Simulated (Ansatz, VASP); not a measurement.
**Two plane-wave programs on Lu2Si2O**

```
Lu Si O
1.0
     3.41843    0.00000    0.00000
    -1.70922    2.96045    0.00000
     0.00000    0.00000   10.53201
Lu Si O
2 2 1
Cartesian
  0.0000 0.0000 6.6835
  0.0000 0.0000 0.6124
  1.7092 0.9868 2.7515
  1.7092 0.9868 -1.5382
  0.0000 1.9736 5.9720
```

Alike in both runs: functional PBE; k mesh 6 × 6 × 4; occupations gaussian, width 0.1 eV; no spin polarisation.

Ansatz relaxed the structure, and its values are those at the end. VASP's run is a single point on that final structure, the one shown.

|  | VASP | Ansatz |
| --- | --- | --- |
| version | VASP 6.6.1 | Ansatz 0.2.0 |
| potentials or method | VASP PAW PBE potentials, release 64 (Lu, Si, O), cutoff 520 eV | scalar-relativistic, plane waves, PAW |
| valence electrons in the cell | 64 | 64 |

Ansatz gave:

| Quantity | Value |
| --- | --- |
| gap on the k mesh at the Fermi level (eV) | none |
| pressure (GPa) | 0.0 |
| rms of the force components (eV/Å) | 0.010 |

Problem. Which values does VASP return?

Solution. gap on the k mesh at the Fermi level (eV): none; pressure (GPa): 0.5; rms of the force components (eV/Å): 0.040.

A gap of «none» marks a metal or a gap that the smearing closes. With one functional, cell and mesh, what is left measures potentials, basis and numerics.

Neither program's run includes spin-orbit coupling.
